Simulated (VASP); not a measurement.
# Sr3Zn (Pm-3m) in VASP: notebook

Runs on Sr3Zn. Level: PBE. Tasks: single point.

Program: VASP 6.6.1. These are calculated values, not measurements. Logs are shortened: lines on timing, memory, paths and dates and some standing lists are left out, and cuts for length are marked.

### 1 The cell of the first run

The structure is cubic, space group Pm-3m (No. 221). The conventional cell has a = 5.251 Å, b = 5.251 Å, c = 5.251 Å, α = 90.00°, β = 90.00°, γ = 90.00°. Within 4.9 Å of Sr (site symmetry 4/mmm) lie 8 Sr at 3.71 Å and 4 Zn at 3.71 Å. Zn (site symmetry m-3m) has 12 Sr at 3.71 Å within 4.9 Å.

### 2 Single point, PBE

INCAR reads:

```
PREC = Accurate
ENCUT = 520
EDIFF = 1E-6
ISMEAR = 1
SIGMA = 0.1
LREAL = False
LASPH = True
NELM = 100
ALGO = Normal
ISIF = 2
LWAVE = False
LCHARG = False
GGA = PE
NBANDS = 29
```

KPOINTS reads:

```
Automatic mesh
0
Gamma
  4 4 4
```

POSCAR reads:

```
Sr3Zn
1.0
    5.2513405829      0.0000000000      0.0000000000
    0.0000000000      5.2513405829      0.0000000000
    0.0000000000      0.0000000000      5.2513405829
Sr Zn
3 1
Direct
    0.5000000000      0.0000000000      0.5000000000
    0.5000000000      0.5000000000      0.0000000000
    0.0000000000      0.5000000000      0.5000000000
    0.0000000000      0.0000000000      0.0000000000
```

Potentials or basis: VASP PAW PBE potentials, release 64 (Sr_sv, Zn).

Command:

```sh
cat potpaw_PBE.64/Sr_sv/POTCAR potpaw_PBE.64/Zn/POTCAR > POTCAR
mpirun -np 1 vasp_std > vasp.out
```

OUTCAR:

```text
PREC = Accurate
   ENCUT = 520
   EDIFF = 1E-6
   ISMEAR = 1
   LREAL = False
   LASPH = True
   NELM = 100
   ISIF = 2
   GGA = PE

 ion  position               nearest neighbor table
   1  0.500  0.000  0.500-   2 3.71   3 3.71   4 3.71   2 3.71   4 3.71   2 3.71   3 3.71   2 3.71
                             3 3.71   4 3.71   4 3.71   3 3.71
   2  0.500  0.500  0.000-   1 3.71   3 3.71   4 3.71   1 3.71   3 3.71   1 3.71   4 3.71   1 3.71
                             3 3.71   4 3.71   3 3.71   4 3.71
   3  0.000  0.500  0.500-   1 3.71   2 3.71   4 3.71   2 3.71   4 3.71   1 3.71   4 3.71   4 3.71
                             1 3.71   2 3.71   2 3.71   1 3.71
   4  0.000  0.000  0.000-   1 3.71   2 3.71   3 3.71   1 3.71   3 3.71   2 3.71   3 3.71   3 3.71
                             1 3.71   2 3.71   1 3.71   2 3.71

  LATTYP: Found a simple cubic cell.
 ALAT       =     5.2513405829

  Lattice vectors:

 A1 = (   5.2513405829,   0.0000000000,   0.0000000000)
 A2 = (   0.0000000000,   5.2513405829,   0.0000000000)
 A3 = (   0.0000000000,   0.0000000000,   5.2513405829)

Analysis of symmetry for initial positions (statically):
=====================================================================
 Subroutine PRICEL returns:
 Original cell was already a primitive cell.

 Routine SETGRP: Setting up the symmetry group for a
 simple cubic supercell.

 Subroutine GETGRP returns: Found 48 space group operations
 (whereof 48 operations were pure point group operations)
 out of a pool of 48 trial point group operations.

The static configuration has the point symmetry O_h .

Analysis of symmetry for dynamics (positions and initial velocities):
=====================================================================
 Subroutine PRICEL returns:
 Original cell was already a primitive cell.

 Routine SETGRP: Setting up the symmetry group for a
 simple cubic supercell.

 Subroutine GETGRP returns: Found 48 space group operations
 (whereof 48 operations were pure point group operations)
 out of a pool of 48 trial point group operations.

The dynamic configuration has the point symmetry O_h .

 Subroutine INISYM returns: Found 48 space group operations
 (whereof 48 operations are pure point group operations),
 and found     1 'primitive' translations

----------------------------------------------------------------------------------------

                                     Primitive cell

  volume of cell :     144.8140

  direct lattice vectors                    reciprocal lattice vectors
     5.251340583  0.000000000  0.000000000     0.190427565  0.000000000  0.000000000
     0.000000000  5.251340583  0.000000000     0.000000000  0.190427565  0.000000000
     0.000000000  0.000000000  5.251340583     0.000000000  0.000000000  0.190427565

  length of vectors
     5.251340583  5.251340583  5.251340583     0.190427565  0.190427565  0.190427565

  position of ions in fractional coordinates (direct lattice)
     0.500000000  0.000000000  0.500000000
     0.500000000  0.500000000  0.000000000
     0.000000000  0.500000000  0.500000000
     0.000000000  0.000000000  0.000000000

  ion indices of the primitive-cell ions
   primitive index   ion index
                 1           1
                 2           2
                 3           3
                 4           4

----------------------------------------------------------------------------------------

 KPOINTS: Automatic mesh

Automatic generation of k-mesh.
 Grid dimensions read from file:
 generate k-points for:    4    4    4

 Generating k-lattice:

  Cartesian coordinates                     Fractional coordinates (reciprocal lattice)
     0.047606891  0.000000000  0.000000000     0.250000000  0.000000000  0.000000000
     0.000000000  0.047606891  0.000000000     0.000000000  0.250000000  0.000000000
     0.000000000  0.000000000  0.047606891     0.000000000  0.000000000  0.250000000

  Length of vectors
     0.047606891  0.047606891  0.047606891

  Shift w.r.t. Gamma in fractional coordinates (k-lattice)
     0.000000000  0.000000000  0.000000000

 Subroutine IBZKPT returns following result:
 ===========================================

 Found     10 irreducible k-points:

 Following reciprocal coordinates:
            Coordinates               Weight
  0.000000  0.000000  0.000000      1.000000
  0.250000  0.000000  0.000000      6.000000
  0.500000  0.000000  0.000000      3.000000
  0.250000  0.250000  0.000000     12.000000
  0.500000  0.250000  0.000000     12.000000
  0.500000  0.500000  0.000000      3.000000
  0.250000  0.250000  0.250000      8.000000
  0.500000  0.250000  0.250000     12.000000
  0.500000  0.500000  0.250000      6.000000
  0.500000  0.500000  0.500000      1.000000
   k-points           NKPTS =     10   k-points in BZ     NKDIM =     10   number of bands    NBANDS=     29
   number of dos      NEDOS =    301   number of ions     NIONS =      4
   total plane-waves  NPLWV =  64000
   dimension x,y,z NGX =    40 NGY =   40 NGZ =   40
   dimension x,y,z NGXF=    80 NGYF=   80 NGZF=   80
   ions per type =               3   1
   NGX,Y,Z   is equivalent  to a cutoff of  12.66, 12.66, 12.66 a.u.
   NGXF,Y,Z  is equivalent  to a cutoff of  25.33, 25.33, 25.33 a.u.
 SYSTEM =  unknown system
   PREC   = accura    normal or accurate (medium, high low for compatibility)
   ISTART =      0    job   : 0-new  1-cont  2-samecut
   ICHARG =      2    charge: 1-file 2-atom 10-const
   ISPIN  =      1    spin polarized calculation?
   LNONCOLLINEAR =      F non collinear calculations
   LSORBIT =      F    spin-orbit coupling
   LASPH  =      T    aspherical Exc in radial PAW
   ENCUT  =  520.0 eV  38.22 Ry    6.18 a.u.   9.76  9.76  9.76*2*pi/ulx,y,z
   NELM   =    100;   NELMIN=  2; NELMDL= -5     # of ELM steps
   EDIFF  = 0.1E-05   stopping-criterion for ELM
   LREAL  =      F    real-space projection
   EDIFFG = 0.1E-04   stopping-criterion for IOM
   NSW    =      0    number of steps for IOM
   IBRION =     -1    ionic relax: 0-MD 1-quasi-New 2-CG
   NFREE  =      0    steps in history (QN), initial steepest desc. (CG)
   ISIF   =      2    stress and relaxation
   ISYM   =      2    0-nonsym 1-usesym 2-fastsym
   POTIM  = 0.5000    time-step for ionic-motion
   TEBEG  =    0.0;   TEEND  =   0.0 temperature during run
   PSTRESS=    0.0 pullay stress
   NELECT =      42.0000    total number of electrons
   NUPDOWN=      -1.0000    fix difference up-down
   EMIN   =  10.00;   EMAX   =-10.00  energy-range for DOS
   EFERMI =   0.00;   METHOD = LEGACY
   ISMEAR =     1;   SIGMA  =   0.10  broadening in eV -4-tet -1-fermi 0-gaus
   EFERMI_NEDOS =   21; number of points for ismear=-14 and -15
   IALGO  =     38    algorithm
   IMIX   =      4    mixing-type and parameters
     AMIX     =   0.40;   BMIX     =  1.00
     AMIX_MAG =   1.60;   BMIX_MAG =  1.00
  volume/ion in A,a.u.               =      36.20       244.31
  Fermi-wavevector in a.u.,A,eV,Ry     =   1.083647  2.047795 15.977190  1.174290
  Thomas-Fermi vector in A             =   2.219718
   LORBIT       =      0    0 simple, 1 ext, 2 COOP (PROOUT), +10 PAW based schemes
   GGA     = PE    functional components
   LHFCALC =     F    Hartree Fock is set to
   AEXX    =    0.0000 exact exchange contribution
   IVDW    =     0    specifies the selected vdW correction
   LEPSILON=     F    determine dielectric tensor
   LRPA    =     F    only Hartree local field effects (RPA)
 non-spin polarized calculation
 Methfessel and Paxton  Order N= 1 SIGMA  =   0.10
  energy-cutoff  :      520.00
  volume of cell :      144.81
 maximum number of plane-waves:      3948
 NGX is ok and might be reduce to    40
   NGX = 19   NGY = 19   NGZ = 19

 number of electron      42.0000003 magnetization

 Free energy of the ion-electron system (eV)
  ---------------------------------------------------
  ext. energy  EPLUGINS =         0.00000000
  ---------------------------------------------------
  free energy    TOTEN  =        -5.58266817 eV

  energy without entropy =       -5.57158566  energy(sigma->0) =       -5.57897400

 E-fermi :   2.3867     XC(G=0):  -8.5089

 val. band max:        2.3800981237   @ k =   0.5000   0.5000   0.5000
 cond. band min:       2.3901564477   @ k =   0.5000   0.5000   0.2500
 fundamental gap:      0.0100583240
 Fermi energy:         2.3866619883

 k-point     1 :       0.0000    0.0000    0.0000
  band No.  band energies     occupation
      1     -33.8202      2.00000
      2     -33.7337      2.00000
      3     -33.7337      2.00000
      4     -16.0720      2.00000
      5     -16.0720      2.00000
      6     -16.0720      2.00000
[... 21 lines left out ...]
     28       5.6188      0.00000
     29       6.3423      0.00000

 k-point     2 :       0.2500    0.0000    0.0000
  band No.  band energies     occupation
      1     -33.8092      2.00000
      2     -33.7447      2.00000
      3     -33.7336      2.00000
      4     -16.0328      2.00000
      5     -16.0328      2.00000
      6     -16.0104      2.00000
[... 21 lines left out ...]
     28       5.5509      0.00000
     29       5.8123      0.00000

 k-point     3 :       0.5000    0.0000    0.0000
  band No.  band energies     occupation
      1     -33.7913      2.00000
      2     -33.7625      2.00000
      3     -33.7335      2.00000
      4     -15.9792      2.00000
      5     -15.9792      2.00000
      6     -15.8660      2.00000
[... 21 lines left out ...]
     28       4.9685      0.00000
     29       5.2883      0.00000

 k-point     4 :       0.2500    0.2500    0.0000
  band No.  band energies     occupation
      1     -33.7994      2.00000
      2     -33.7480      2.00000
      3     -33.7399      2.00000
      4     -16.0602      2.00000
      5     -15.9911      2.00000
      6     -15.9183      2.00000
[... 21 lines left out ...]
     28       5.5300      0.00000
     29       6.0600      0.00000

 k-point     5 :       0.5000    0.2500    0.0000
  band No.  band energies     occupation
      1     -33.7828      2.00000
      2     -33.7624      2.00000
      3     -33.7419      2.00000
      4     -16.0170      2.00000
      5     -15.9697      2.00000
      6     -15.9299      2.00000
[... 21 lines left out ...]
     28       4.9801      0.00000
     29       5.1763      0.00000

 k-point     6 :       0.5000    0.5000    0.0000
  band No.  band energies     occupation
      1     -33.7623      2.00000
      2     -33.7622      2.00000
      3     -33.7622      2.00000
      4     -16.0457      2.00000
      5     -16.0301      2.00000
      6     -15.8149      2.00000
[... 21 lines left out ...]
     28       5.0574      0.00000
     29       5.8161      0.00000

 k-point     7 :       0.2500    0.2500    0.2500
  band No.  band energies     occupation
      1     -33.7912      2.00000
      2     -33.7479      2.00000
      3     -33.7479      2.00000
      4     -16.1174      2.00000
      5     -15.9346      2.00000
      6     -15.9346      2.00000
[... 21 lines left out ...]
     28       5.5521      0.00000
     29       6.3354      0.00000

 k-point     8 :       0.5000    0.2500    0.2500
  band No.  band energies     occupation
      1     -33.7767      2.00000
      2     -33.7622      2.00000
      3     -33.7478      2.00000
      4     -16.1226      2.00000
      5     -15.9776      2.00000
      6     -15.9519      2.00000
[... 21 lines left out ...]
     28       5.6396      0.00000
     29       5.8536      0.00000

 k-point     9 :       0.5000    0.5000    0.2500
  band No.  band energies     occupation
      1     -33.7621      2.00000
      2     -33.7621      2.00000
      3     -33.7621      2.00000
      4     -16.1746      2.00000
      5     -16.0285      2.00000
      6     -15.9629      2.00000
[... 21 lines left out ...]
     28       5.3411      0.00000
     29       5.6140      0.00000

 k-point    10 :       0.5000    0.5000    0.5000
  band No.  band energies     occupation
      1     -33.7620      2.00000
      2     -33.7620      2.00000
      3     -33.7620      2.00000
      4     -16.2548      2.00000
      5     -16.0269      2.00000
      6     -16.0269      2.00000
[... 21 lines left out ...]
     28       4.9953      0.00000
     29       5.8945      0.00000

------------------------ aborting loop because EDIFF is reached ----------------------------------------

  FORCE on cell =-STRESS in cart. coord.  units (eV):
  Direction    XX          YY          ZZ          XY          YZ          ZX
  --------------------------------------------------------------------------------------
  -------------------------------------------------------------------------------------
  Total        2.0881057      2.0881057      2.0881057     -0.0000000      0.0000000      0.0000000
  in kB       23.1021559     23.1021559     23.1021559     -0.0000000      0.0000000      0.0000000
  external PRESSURE =      23.1021559 kB  Pullay stress =       0.0000000 kB

 VOLUME and BASIS-vectors are now :
 -----------------------------------------------------------------------------
  energy-cutoff  :      520.00
  volume of cell :      144.81
      direct lattice vectors                 reciprocal lattice vectors
     5.251340583  0.000000000  0.000000000     0.190427565  0.000000000  0.000000000
     0.000000000  5.251340583  0.000000000     0.000000000  0.190427565  0.000000000
     0.000000000  0.000000000  5.251340583     0.000000000  0.000000000  0.190427565

 POSITION                                       TOTAL-FORCE (eV/Angst)
 -----------------------------------------------------------------------------------
      2.62567      0.00000      2.62567         0.000000      0.000000      0.000000
      2.62567      2.62567      0.00000         0.000000      0.000000      0.000000
      0.00000      2.62567      2.62567         0.000000      0.000000      0.000000
      0.00000      0.00000      0.00000         0.000000      0.000000      0.000000
 -----------------------------------------------------------------------------------
    total drift:                               -0.000000     -0.000000     -0.000000

  FREE ENERGIE OF THE ION-ELECTRON SYSTEM (eV)
  ---------------------------------------------------
  free  energy   TOTEN  =        -5.5826681710 eV

  energy  without entropy=       -5.5715856596  energy(sigma->0) =       -5.57897400
```

Run time: 46 s. Hardware: 1 thread of Intel Xeon Platinum 8259CL at 2.50GHz (Skylake/Cascade Lake), shared host; peak memory 0.25 GiB.

Results:

* Free energy: -5.5827 eV
* Pressure: 2.3 GPa
* Band gap on the k mesh: zero (band 21 reaches 2.77 eV, above the bottom of band 22 at 2.25 eV)

Levels at points of the mesh, in eV from the Fermi level:
| k point | band 19 | band 20 | band 21 | band 22 | band 23 | band 24 |
| --- | --- | --- | --- | --- | --- | --- |
| (0.00, 0.00, 0.00) | -1.89 | 0.02 | 0.02 | 0.65 | 0.65 | 0.65 |
| (0.50, 0.00, 0.00) | -2.63 | -0.49 | 0.19 | 0.19 | 1.05 | 1.23 |
| (0.50, 0.50, 0.00) | -1.52 | -1.52 | -0.59 | 0.02 | 1.19 | 1.29 |
| (0.50, 0.50, 0.50) | -0.63 | -0.63 | -0.63 | -0.01 | -0.01 | -0.01 |

(Continued in part 2 of 2.)
